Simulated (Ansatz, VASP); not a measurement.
ZrO5 in VASP and in Ansatz

```
CELL_PARAMETERS angstrom
4.29778 0.00000 0.00000
-2.14889 3.72198 0.00000
0.00000 0.00000 5.55312
ATOMIC_POSITIONS crystal
Zr 0.00000 0.00000 0.00000
O 0.50000 0.00000 0.00000
O 0.00000 0.50000 0.00000
O 0.50000 0.50000 0.00000
O 0.00000 0.00000 0.38573
O 0.00000 0.00000 0.61427
```

Alike in both runs: functional PBE; k mesh 6 × 6 × 4; occupations gaussian, width 0.1 eV; no spin polarisation.

Ansatz relaxed the structure, and its values are those at the end. VASP's run is a single point on that final structure, the one shown.

```csv
,VASP,Ansatz
version,VASP 6.6.1,Ansatz 0.2.0
potentials or method,"VASP PAW PBE potentials, release 64 (Zr_sv, O), cutoff 520 eV","scalar-relativistic, plane waves, PAW"
valence electrons in the cell,42,42
```

Ansatz gave:

```
gap on the k mesh at the Fermi level (eV) : none
pressure (GPa)                            : 0.0
rms of the force components (eV/Å)        : 0.005
```

What did VASP give for the same quantities?

gap on the k mesh at the Fermi level (eV): none; pressure (GPa): 0.4; rms of the force components (eV/Å): 0.204.

A gap of «none» marks a metal or a gap that the smearing closes. One of these differences is far larger than is usual between the two programs; its cause wasn't traced.
